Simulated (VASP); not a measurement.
# CrO2 (P4_2/mnm) in VASP: notebook, part 2 of 2

VASP 6.6.1.

## Step 3: Single point, LDA+U, collinear spin, antiferromagnetic start

The input, INCAR:

```
SYSTEM = CrO2
  PREC = Accurate
  ENCUT = 520
  EDIFF = 1E-6
  ISMEAR = 0
  SIGMA = 0.05
  LREAL = .FALSE.
  LASPH = .TRUE.
  NELM = 150
  ALGO = Normal
  ISIF = 2
  LWAVE = .FALSE.
  LCHARG = .FALSE.
  ISPIN = 2
  MAGMOM = 2.16 -2.16 0.03 -0.03 0.03 -0.03
  LORBIT = 11
  LMAXMIX = 4
  LDAU = .TRUE.
  LDAUTYPE = 2
  LDAUL = 2 -1
  LDAUU = 6 0
  LDAUJ = 0 0
  LDAUPRINT = 1
  NBANDS = 37
```

The input, KPOINTS:

```
Automatic mesh
0
G
  4 4 6
  0 0 0
```

The input, POSCAR:

```
CrO2
1.0
    4.4210008300      0.0000000000      0.0000000000
    0.0000000000      4.4210008300      0.0000000000
    0.0000000000      0.0000000000      2.9170005500
Cr O
2 4
Direct
    0.0000000000      0.0000000000      0.0000000000
    0.5000000000      0.5000000000      0.5000000000
    0.3010000000      0.3010000000      0.0000000000
    0.1990000000      0.8010000000      0.5000000000
    0.6990000000      0.6990000000      0.0000000000
    0.8010000000      0.1990000000      0.5000000000
```

Potentials or basis: VASP PAW LDA potentials, release 64 (Cr_pv, O).

Command:

```console
> cat potpaw_LDA.64/Cr_pv/POTCAR potpaw_LDA.64/O/POTCAR > POTCAR
> mpirun -np 1 vasp_std > vasp.out
```

OUTCAR:

```text
SYSTEM = CrO2
   PREC = Accurate
   ENCUT = 520
   EDIFF = 1E-6
   ISMEAR = 0
   LREAL = .FALSE.
   LASPH = .TRUE.
   NELM = 150
   ISIF = 2
   ISPIN = 2
   LORBIT = 11

 ion  position               nearest neighbor table
   1  0.000  0.000  0.000-   3 1.88   5 1.88   4 1.92   6 1.92   4 1.92   6 1.92
   2  0.500  0.500  0.500-   4 1.88   6 1.88   5 1.92   3 1.92   3 1.92   5 1.92
   3  0.301  0.301  0.000-   1 1.88   2 1.92   2 1.92
   4  0.199  0.801  0.500-   2 1.88   1 1.92   1 1.92
   5  0.699  0.699  0.000-   1 1.88   2 1.92   2 1.92
   6  0.801  0.199  0.500-   2 1.88   1 1.92   1 1.92

  LATTYP: Found a simple tetragonal cell.
 ALAT       =     4.4210008300
 C/A-ratio  =     0.6598054744

  Lattice vectors:

 A1 = (   4.4210008300,   0.0000000000,   0.0000000000)
 A2 = (   0.0000000000,   4.4210008300,   0.0000000000)
 A3 = (   0.0000000000,   0.0000000000,   2.9170005500)

Analysis of symmetry for initial positions (statically):
=====================================================================
 Subroutine PRICEL returns:
 Original cell was already a primitive cell.

 Routine SETGRP: Setting up the symmetry group for a
 simple tetragonal supercell.

 Subroutine GETGRP returns: Found 16 space group operations
 (whereof  8 operations were pure point group operations)
 out of a pool of 16 trial point group operations.

The static configuration has the point symmetry D_2h.
 The point group associated with its full space group is D_4h.

Analysis of symmetry for dynamics (positions and initial velocities):
=====================================================================
 Subroutine PRICEL returns:
 Original cell was already a primitive cell.

 Routine SETGRP: Setting up the symmetry group for a
 simple tetragonal supercell.

 Subroutine GETGRP returns: Found 16 space group operations
 (whereof  8 operations were pure point group operations)
 out of a pool of 16 trial point group operations.

The dynamic configuration has the point symmetry D_2h.
 The point group associated with its full space group is D_4h.

Analysis of structural, dynamic, and magnetic symmetry:
=====================================================================
 Subroutine PRICEL returns:
 Original cell was already a primitive cell.

 Routine SETGRP: Setting up the symmetry group for a
 simple tetragonal supercell.

 Subroutine GETGRP returns: Found 16 space group operations
 (whereof  8 operations were pure point group operations)
 out of a pool of 16 trial point group operations.

The overall configuration has the point symmetry D_2h.
 The point group associated with its full space group is D_4h.

 Subroutine INISYM returns: Found 16 space group operations
 (whereof  8 operations are pure point group operations),
 and found     1 'primitive' translations

----------------------------------------------------------------------------------------

[... 199 lines left out ...]
  o =  0.0611  v = -0.5187 -0.0000  0.8549  0.0000  0.0000  0.0000  0.0000  0.0000  0.0000  0.0000      0.0000  0.0000  0.0000  0.0000  0.0000  0.0000  0.0000  0.0000  0.0000  0.0000
  o =  0.0850  v =  0.0000 -0.7071 -0.0000  0.7071  0.0000  0.0000  0.0000  0.0000  0.0000  0.0000      0.0000  0.0000  0.0000  0.0000  0.0000  0.0000  0.0000  0.0000  0.0000  0.0000
  o =  0.1395  v = -0.0000 -0.0000  0.0000  0.0000 -1.0000  0.0000  0.0000  0.0000  0.0000  0.0000      0.0000  0.0000  0.0000  0.0000  0.0000  0.0000  0.0000  0.0000  0.0000  0.0000
  o =  0.2526  v =  0.0000  0.0000  0.0000  0.0000  0.0000  0.0000 -0.0000  0.0000  0.0000  1.0000      0.0000  0.0000  0.0000  0.0000  0.0000  0.0000  0.0000  0.0000  0.0000  0.0000
  o =  0.3148  v =  0.0000  0.7071  0.0000  0.7071  0.0000  0.0000  0.0000  0.0000  0.0000  0.0000      0.0000  0.0000  0.0000  0.0000  0.0000  0.0000  0.0000  0.0000  0.0000  0.0000
  o =  0.3379  v = -0.8549  0.0000 -0.5187  0.0000  0.0000  0.0000  0.0000  0.0000  0.0000  0.0000      0.0000  0.0000  0.0000  0.0000  0.0000  0.0000  0.0000  0.0000  0.0000  0.0000
  o =  0.3998  v =  0.0000  0.0000  0.0000  0.0000  0.0000  0.0000 -0.7071  0.0000 -0.7071 -0.0000      0.0000  0.0000  0.0000  0.0000  0.0000  0.0000  0.0000  0.0000  0.0000  0.0000
  o =  0.4280  v =  0.0000  0.0000  0.0000  0.0000  0.0000 -0.8007 -0.0000 -0.5991  0.0000  0.0000      0.0000  0.0000  0.0000  0.0000  0.0000  0.0000  0.0000  0.0000  0.0000  0.0000
  o =  0.9649  v =  0.0000  0.0000  0.0000  0.0000  0.0000 -0.5991  0.0000  0.8007  0.0000 -0.0000      0.0000  0.0000  0.0000  0.0000  0.0000  0.0000  0.0000  0.0000  0.0000  0.0000
  o =  0.9679  v =  0.0000  0.0000  0.0000  0.0000  0.0000  0.0000  0.7071  0.0000 -0.7071  0.0000      0.0000  0.0000  0.0000  0.0000  0.0000  0.0000  0.0000  0.0000  0.0000  0.0000

 number of electron      48.0000025 magnetization      -0.0000000

 Free energy of the ion-electron system (eV)
  ---------------------------------------------------
  ext. energy  EPLUGINS =         0.00000000
  ---------------------------------------------------
  free energy    TOTEN  =       -45.50650336 eV

  energy without entropy =      -45.50650336  energy(sigma->0) =      -45.50650336

 E-fermi :   5.3099     XC(G=0): -12.5020

 val. band max:        4.9666714643   @ k =   0.0000   0.0000   0.0000
 cond. band min:       5.5202552360   @ k =   0.5000   0.0000   0.5000
 fundamental gap:      0.5535837717
 Fermi energy:         5.3098983897

 spin component 1

 k-point     1 :       0.0000    0.0000    0.0000
  band No.  band energies     occupation
      1     -39.7419      1.00000
      2     -39.7409      1.00000
      3     -39.3114      1.00000
      4     -37.9287      1.00000
      5     -37.8383      1.00000
      6     -36.9557      1.00000
[... 925 lines left out ...]
     35      16.5544      0.00000
     36      16.6166      0.00000
 Fermi energy:         5.3098983897

 spin component 2

 k-point     1 :       0.0000    0.0000    0.0000
  band No.  band energies     occupation
      1     -39.7419      1.00000
      2     -39.7409      1.00000
      3     -39.3114      1.00000
      4     -37.9287      1.00000
      5     -37.8383      1.00000
      6     -36.9557      1.00000
[... 925 lines left out ...]
     35      16.5544      0.00000
     36      16.6166      0.00000
 [bands above 36 left out]

------------------------ aborting loop because EDIFF is reached ----------------------------------------

  FORCE on cell =-STRESS in cart. coord.  units (eV):
  Direction    XX          YY          ZZ          XY          YZ          ZX
  --------------------------------------------------------------------------------------
  -------------------------------------------------------------------------------------
  Total       -1.2131646     -1.2131646      0.3384173     -0.0000000      0.0000000      0.0000000
  in kB      -34.0920095    -34.0920095      9.5101074     -0.0000000      0.0000000      0.0000000
  external PRESSURE =     -19.5579705 kB  Pullay stress =       0.0000000 kB

 VOLUME and BASIS-vectors are now :
 -----------------------------------------------------------------------------
  energy-cutoff  :      520.00
  volume of cell :       57.01
      direct lattice vectors                 reciprocal lattice vectors
     4.421000830  0.000000000  0.000000000     0.226193127  0.000000000  0.000000000
     0.000000000  4.421000830  0.000000000     0.000000000  0.226193127  0.000000000
     0.000000000  0.000000000  2.917000550     0.000000000  0.000000000  0.342817899

 POSITION                                       TOTAL-FORCE (eV/Angst)
 -----------------------------------------------------------------------------------
      0.00000      0.00000      0.00000         0.000000     -0.000000      0.000000
      2.21050      2.21050      1.45850         0.000000     -0.000000      0.000000
      1.33072      1.33072      0.00000        -0.132163     -0.132163      0.000000
      0.87978      3.54122      1.45850         0.132163     -0.132163      0.000000
      3.09028      3.09028      0.00000         0.132163      0.132163      0.000000
      3.54122      0.87978      1.45850        -0.132163      0.132163      0.000000
 -----------------------------------------------------------------------------------
    total drift:                                0.000000      0.000000      0.000000

  FREE ENERGIE OF THE ION-ELECTRON SYSTEM (eV)
  ---------------------------------------------------
  free  energy   TOTEN  =       -45.5065033645 eV

  energy  without entropy=      -45.5065033645  energy(sigma->0) =      -45.50650336

 total charge

# of ion       s       p       d       tot
------------------------------------------
    1        0.385   6.492   3.915  10.792
    2        0.385   6.492   3.915  10.792
    3        1.556   3.476   0.000   5.033
    4        1.556   3.476   0.000   5.033
    5        1.556   3.476   0.000   5.033
    6        1.556   3.476   0.000   5.033
--------------------------------------------------
tot          6.995  26.889   7.830  41.714

 magnetization (x)

# of ion       s       p       d       tot
------------------------------------------
    1        0.024   0.017   2.072   2.112
    2       -0.024  -0.017  -2.072  -2.112
    3        0.000  -0.012   0.000  -0.011
    4       -0.000   0.012   0.000   0.011
    5        0.000  -0.012   0.000  -0.011
    6       -0.000   0.012   0.000   0.011
--------------------------------------------------
tot          0.000   0.000   0.000   0.000
```

Run time: 79 s. Hardware: 1 thread of AMD EPYC 7R13 (Zen 3), shared host; peak memory 0.17 GiB.

What came out:

| Property | Result |
| --- | --- |
| Free energy | -45.5065 eV |
| Pressure | -2.0 GPa |
| Largest force | 0.187 eV/Å |
| Band gap on the k mesh | 0.55 eV (least direct gap 0.83 eV) |
| Net moment | 0.00 μB per cell |
| Site moments | Cr +2.11, -2.11; O -0.01, +0.01 (each value once) μB |
| Valence electrons inside the program's atomic spheres | Cr 10.79; O 5.03 |

Forces in eV/Å, atoms in the order of the input:
```
Cr   0.000  0.000  0.000
Cr   0.000  0.000  0.000
O   -0.132 -0.132  0.000
O    0.132 -0.132  0.000
O    0.132  0.132  0.000
O   -0.132  0.132  0.000
```

Eigenvalues of the final occupation matrices:
| site | spin | trace | eigenvalues |
| --- | --- | --- | --- |
| site 1 d | 1 | 3.01 | 0.25 0.40 0.43 0.96 0.97 |
| site 1 d | 2 | 0.94 | 0.06 0.09 0.14 0.31 0.34 |
| site 2 d | 1 | 0.94 | 0.06 0.09 0.14 0.31 0.34 |
| site 2 d | 2 | 3.01 | 0.25 0.40 0.43 0.96 0.97 |

A k mesh can miss the band edges. The state reached can hang on the start; a lower one may exist.
